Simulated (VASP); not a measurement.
The system is VAu.

```
V Au
1.0
     1.41040    0.81430    4.61109
    -1.41040    0.81430    4.61109
     0.00000   -1.62859    4.61109
V Au
1 1
Direct
  0.50000 0.50000 0.50000
  0.00000 0.00000 0.00000
```

Base run:

- Program: VASP 6.6.1
- Functional: PBEsol
- Potentials or basis: VASP PAW PBE potentials, release 64 (V_sv, Au)
- Cutoff: 500 eV
- k mesh: 14 × 14 × 14
- Occupations: fermi-dirac, width 0.05 eV
- Spin: collinear spin, ferromagnetic start
- Starting moments: [2.0, 0.0] μB

Its results: pressure -9.2 GPa.

Q: The run is repeated on the same cell with these changes: moments at the start from [2.0, 0.0] to [1.6, 0.0]; fixed moment from none to 1.6 μB. What comes out?

A: Pressure -5.0 GPa; site moments V +1.27; Au +0.10 μB.

Caveats: the cell stands under tension; the PAW data sets were made with another functional, which shifts forces and pressure a little; the moments typed at the start vanished in this run (at least some runs); the total moment is fixed, so each spin has its own Fermi level and the state may be an excited one (at least some runs).
